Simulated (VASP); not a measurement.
Runs of VASP 6.6.1 on ZrN. The structure is that of space group Fm-3m (No. 225), or close to it. The cells are those of the table. 

```csv
fixed moment (μB),cell,pressure (GPa),moment (μB)
0.125,"a = 3.157 Å, angles 60.0°, 2 atoms",13.4,0.12
0.5,"a = 3.200 Å, angles 60.0°, 2 atoms",2.3,0.50
0.75,"a = 3.200 Å, angles 60.0°, 2 atoms",(a),0.75
1.0,"a = 3.200 Å, angles 60.0°, 2 atoms",7.1,1.00
```

Alike in all rows: task single point; level LDA; potentials or basis VASP PAW LDA potentials, release 64 (Zr_sv, N); spin collinear, ferromagnetic start; k mesh 18 × 18 × 18; cutoff (eV) 600; smearing gaussian 0.15 eV.

Q: Estimate the missing entries.

A: (a) 4.3.

Caveats: the total moment is fixed, so each spin has its own Fermi level.
